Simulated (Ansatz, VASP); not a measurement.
## Ti: VASP beside Ansatz

```
Ti
1.0
     2.95000    0.00000    0.00000
    -1.47500    2.55477    0.00000
     0.00000    0.00000    4.73286
Ti
2
Direct
  0.33333 0.66667 0.25000
  0.66667 0.33333 0.75000
```

Change from the starting cell: z stretched by +1 %, ions relaxed.

Alike in both runs: functional PBE; k mesh 18 × 18 × 10; occupations fermi-dirac, width 0.05 eV; no spin polarisation.

Ansatz relaxed the structure, and its values are those at the end. VASP's run is a single point on that final structure, the one shown.

|  | VASP | Ansatz |
| --- | --- | --- |
| version | VASP 6.6.1 | Ansatz 0.2.0 |
| potentials or method | VASP PAW PBE potentials, release 64 (Ti_sv) | plane-wave PAW, scalar-relativistic |
| plane-wave cutoff (eV) | 500 | 420 |
| valence electrons in the cell | 24 | 24 |

|  | VASP | Ansatz | Ansatz less VASP |
| --- | --- | --- | --- |
| pressure (GPa) | -3.0 | -2.7 | +0.26 |

Ansatz's warnings: stress scf threshold loose.
